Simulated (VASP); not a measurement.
# Hf (Im-3m) in VASP: notebook, part 2 of 2

VASP 6.6.1.

**4. Relaxation of cell and atoms, r2SCAN, target pressure 20 GPa, at which the enthalpy is minimised**

POSCAR

```
Hf
1.0
   -1.7750000000      1.7750000000      1.7750000000
    1.7750000000     -1.7750000000      1.7750000000
    1.7750000000      1.7750000000     -1.7750000000
Hf
1
Direct
    0.0000000000      0.0000000000      0.0000000000
```

INCAR.step1

```
PREC = Accurate
ENCUT = 550
ISMEAR = -1
SIGMA = 0.1
LREAL = False
LASPH = True
NELM = 120
GGA = PE
ALGO = Normal
EDIFF = 1E-5
LWAVE = True
LCHARG = False
GGA_COMPAT = False
IBRION = 2
ISIF = 3
EDIFFG = -0.005
NELMIN = 4
NSW = 100
```

INCAR.step2

```
PREC = Accurate
ENCUT = 550
EDIFF = 1E-7
ISMEAR = -1
SIGMA = 0.1
LREAL = False
LASPH = True
NELM = 120
ALGO = Normal
ISIF = 3
LWAVE = False
LCHARG = False
METAGGA = R2SCAN
LMIXTAU = True
IBRION = 2
NSW = 80
EDIFFG = -0.02
PSTRESS = 200.0
ISTART = 1
GGA_COMPAT = False
NELMIN = 4
```

KPOINTS

```
regular mesh
0
Gamma
  10 10 10
```

Potentials or basis: VASP PAW PBE potentials, release 64 (Hf_pv).

The run is started by

```sh
$ cat potpaw_PBE.64/Hf_pv/POTCAR > POTCAR
$ cp INCAR.step1 INCAR
$ mpirun -np 1 vasp_std > vasp.out
$ cp INCAR.step2 INCAR
$ mpirun -np 1 vasp_std > vasp.out
```

OUTCAR:

```text
PREC = Accurate
   ENCUT = 550
   EDIFF = 1E-7
   ISMEAR = -1
   LREAL = False
   LASPH = True
   NELM = 120
   ISIF = 3
   METAGGA = R2SCAN
   IBRION = 2
   NSW = 80
   EDIFFG = -0.02
   PSTRESS = 200.0
   ISTART = 1
   NELMIN = 4

 ion  position               nearest neighbor table
   1  0.000  0.000  0.000-

  LATTYP: Found a body centered cubic cell.
 ALAT       =     3.5500000000

  Lattice vectors:

 A1 = (  -1.7750000000,   1.7750000000,   1.7750000000)
 A2 = (   1.7750000000,  -1.7750000000,   1.7750000000)
 A3 = (   1.7750000000,   1.7750000000,  -1.7750000000)

[... 322 lines left out ...]
 Free energy of the ion-electron system (eV)
  ---------------------------------------------------
  ext. energy  EPLUGINS =         0.00000000
  ---------------------------------------------------
  free energy    TOTEN  =       -44.79013914 eV

  energy without entropy =      -44.74065813  energy(sigma->0) =      -44.76539864

 E-fermi :   5.6547     XC(G=0): -13.0358

 val. band max:        5.6488730629   @ k =   0.3000   0.2000   0.1000
 cond. band min:       5.7323573561   @ k =   0.2000   0.2000   0.0000
 fundamental gap:      0.0834842931
 Fermi energy:         5.6546639245

 k-point     1 :       0.0000    0.0000    0.0000
  band No.  band energies     occupation
      1     -24.6558      2.00000
      2     -24.6558      2.00000
      3     -24.6558      2.00000
      4      -2.2525      2.00000
      5       7.5195      0.00000
      6       7.5195      0.00000
      7       7.5195      0.00000
      8      10.8448      0.00000
      9      10.8448      0.00000
[... 265 lines left out ...]
 k-point    24 :      -0.3000    0.3000    0.1000
  band No.  band energies     occupation
      1     -25.6099      2.00000
      2     -25.0004      2.00000
      3     -24.7722      2.00000
      4       1.2151      2.00000
      5       5.7782      0.45034
      6       6.0640      0.03281
      7       9.2156      0.00000
      8      11.1867      0.00000
      9      12.0368      0.00000

 [... further k-points ...]
[... 5 lines left out ...]
  --------------------------------------------------------------------------------------
  -------------------------------------------------------------------------------------
  Total        2.3844050      2.3844050      2.3844050      0.0000000     -0.0000000      0.0000000
  in kB      201.5188931    201.5188931    201.5188931      0.0000000     -0.0000000      0.0000000
  external PRESSURE =       1.5188931 kB  Pullay stress =     200.0000000 kB
[... 20 lines left out ...]
  energy  without entropy=      -44.7406581331  energy(sigma->0) =      -44.76539864

  enthalpy is  TOTEN    =       -42.4237058955 eV   P V=        2.3664332493

 reached required accuracy - stopping structural energy minimisation
```

OUTCAR.step1:

```text
PREC = Accurate
   ENCUT = 550
   ISMEAR = -1
   LREAL = False
   LASPH = True
   NELM = 120
   GGA = PE
   EDIFF = 1E-5
   IBRION = 2
[... 571 lines left out ...]
  -------------------------------------------------------------------------------------
  Total       -0.0015471     -0.0015471     -0.0015471      0.0000000      0.0000000      0.0000000
  in kB       -0.1111685     -0.1111685     -0.1111685      0.0000000      0.0000000      0.0000000
  external PRESSURE =      -0.1111685 kB  Pullay stress =       0.0000000 kB
[... 16 lines left out ...]
  FREE ENERGIE OF THE ION-ELECTRON SYSTEM (eV)
  ---------------------------------------------------
  free  energy   TOTEN  =        -9.7757297238 eV

  energy  without entropy=       -9.7133767072  energy(sigma->0) =       -9.74455322

 reached required accuracy - stopping structural energy minimisation
```

OSZICAR.step1:

```text
N       E                     dE             d eps       ncg     rms          rms(c)
DAV:   1     0.741034865901E+01    0.74103E+01   -0.62460E+03   846   0.108E+03
DAV:   2    -0.985849559820E+01   -0.17269E+02   -0.16907E+02  1286   0.136E+02
DAV:   3    -0.101186146949E+02   -0.26012E+00   -0.25285E+00   982   0.125E+01
[... 14 lines left out ...]
       N       E                     dE             d eps       ncg     rms          rms(c)
DAV:   1    -0.977576300677E+01   -0.36774E-04   -0.83606E-04   853   0.267E-01    0.500E-02
DAV:   2    -0.977573730798E+01    0.25699E-04   -0.34759E-05   850   0.561E-02    0.187E-02
DAV:   3    -0.977572994534E+01    0.73626E-05   -0.23234E-05   838   0.401E-02    0.783E-03
DAV:   4    -0.977572972381E+01    0.22152E-06   -0.18262E-07   426   0.482E-03
   3 F= -.97757297E+01 E0= -.97445532E+01  d E =-.804015E-04
```

Run time: 99 s. Hardware: 1 thread of Intel Xeon Platinum 8488C (Sapphire Rapids), shared host; peak memory 0.16 GiB.

What came out:

- Free energy: -44.7901 eV
- Relaxed volume: 18.96 Å³/atom
- Relaxed cell: a = 2.909 Å, b = 2.909 Å, c = 2.909 Å, α = 109.47°, β = 109.47°, γ = 109.47°
- Space group after relaxing (to 0.1 Å): Im-3m (No. 229)
- Energy change on relaxing (the run minimises the enthalpy): +182.3 meV/atom
- Ionic steps: 5
- Pressure after relaxing: 20.2 GPa
- Band gap on the k mesh: zero (bands 5 and 6 overlap by 2.82 eV)

Step by step:
```
step  energy change (eV)  largest force (eV/Å)  pressure (GPa)  volume (Å³)
   1              0.0000                0.0000           -1.01        22.37
   2              1.6567                0.0000           92.68        14.15
   3              0.1536                0.0000           18.25        19.20
   4              0.1744                0.0000           19.64        19.02
   5              0.1823                0.0000           20.15        18.96
```

Final structure:
```
Hf
1.0
    -1.67973    1.67973    1.67973
     1.67973   -1.67973    1.67973
     1.67973    1.67973   -1.67973
Hf
1
Direct
  0.00000 0.00000 0.00000
```

Caveat: the cell is relaxed towards a set pressure, so the run minimises the enthalpy, not the energy; the volume moved by over 15 % at a fixed basis, so the end points are rough; the PAW data sets were made with another functional, which shifts forces and pressure a little; spin-orbit coupling is left out, which moves the levels of the heavy elements.

**5. The runs side by side**

| cell | gap on the mesh (eV) | pressure (GPa) |
| --- | --- | --- |
| relaxed to 5 GPa | none | 4.9 |
| relaxed to 10 GPa | none | 10.0 |
| relaxed to 20 GPa | none | 20.2 |

Alike in all rows: task relaxation of cell and atoms; level r2SCAN; potentials or basis VASP PAW PBE potentials, release 64 (Hf_pv); no spin polarisation; k mesh 10 × 10 × 10; cutoff (eV) 550; smearing fermi-dirac 0.1 eV.

Caveats: the cell is relaxed towards a set pressure, so the run minimises the enthalpy, not the energy; the PAW data sets were made with another functional, which shifts forces and pressure a little; spin-orbit coupling is left out, which moves the levels of the heavy elements; the volume moved by over 15 % at a fixed basis, so the end points are rough (at least some runs).

Total energies depend on the potentials used, so only differences within one code and one set of settings carry meaning.
